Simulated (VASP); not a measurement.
Wanted: the native input for a VASP 6.6.1 run.

```yaml
Task: single point
Functional: PBE
Dispersion: D3(BJ)
Potentials_or_basis: VASP PAW PBE potentials, release 64 (N)
Cutoff: 520 eV
k_mesh: 2 × 2 × 2, shifted
Occupations: fermi-dirac, width 0.02 eV
Spin: no spin polarisation
Dipole_correction: no
Further_INCAR_settings: LREAL = Auto; ALGO = Normal; EDIFF = 1e-06; NBANDS = 54
```

The structure of N lies in POSCAR:

```
N
1.0
   -5.8151017200      5.8151017200      0.0000000000
    0.0000000000      5.8151017200     -5.8151017200
   -5.8151017200      0.0000000000     -5.8151017200
N
16
Direct
    0.5395854881      0.5521601607      0.4170674249
    0.0543561429      0.0408310140      0.9185401661
    0.0265296305      0.8914448533      0.5363004209
    0.5013800515      0.3982499553     -0.0069935148
    0.8753686943      0.5470098638      0.5308257961
    0.4282536437      0.0245377479      0.0111520835
    0.5238711456      0.0514162975      0.5423354830
    0.0491597592      0.5341767263     -0.0135359627
    0.9733396375      0.9997448506      0.0808161272
    0.5207791103      0.4625737656      0.5762536343
    0.4720441073      0.5485769043      0.9833063591
    0.9662218772      0.0526368264      0.5167759129
    0.5903680908      0.9823497120      0.9312021974
    0.0356476137      0.4603007185      0.5097488647
    0.9669714772      0.4845692536      0.9574751686
    0.4761235716      0.9694213913      0.5087298800
```

This cell differs from its parent crystal: dynamics (nvt nose hoover) at 200 K, volume x 1.0, from the last frame before.

These files were run (other wordings do the same):

INCAR

```
SYSTEM = N
  PREC = Accurate
  ENCUT = 520
  EDIFF = 1E-6
  ISMEAR = -1
  SIGMA = 0.02
  LREAL = Auto
  LASPH = .True.
  NELM = 100
  ALGO = Normal
  ISIF = 2
  LWAVE = .False.
  LCHARG = .False.
  GGA = PE
  IVDW = 12
  NBANDS = 54
```

KPOINTS

```
Automatic mesh
0
Gamma
  2 2 2
  0.5 0.5 0.5
```

Potentials or basis: VASP PAW PBE potentials, release 64 (N).

Command:

```console
$ cat potpaw_PBE.64/N/POTCAR > POTCAR
$ mpirun -np 1 vasp_std > vasp.out
```

Results of the run:

| Item | Value |
| --- | --- |
| Pressure | 0.8 GPa |
| Largest force | 1.719 eV/Å |
| Band gap on the k mesh | 7.31 eV (least direct gap 7.32 eV) |
| Dispersion energy per atom | -0.049 eV |

Caveat: the standard files for N, O and F lose accuracy on very short bonds; the atoms stand as in a frame of molecular dynamics; a shifted mesh leaves out Γ, where band edges can lie; forces of over 1 eV/Å act on the atoms, so gaps and moduli don't describe the material at rest.

It took 7.2 min on 1 thread of Intel(R) Xeon(R) Platinum 8488C (Sapphire Rapids), with other jobs on the host, peak memory 0.62 GiB.
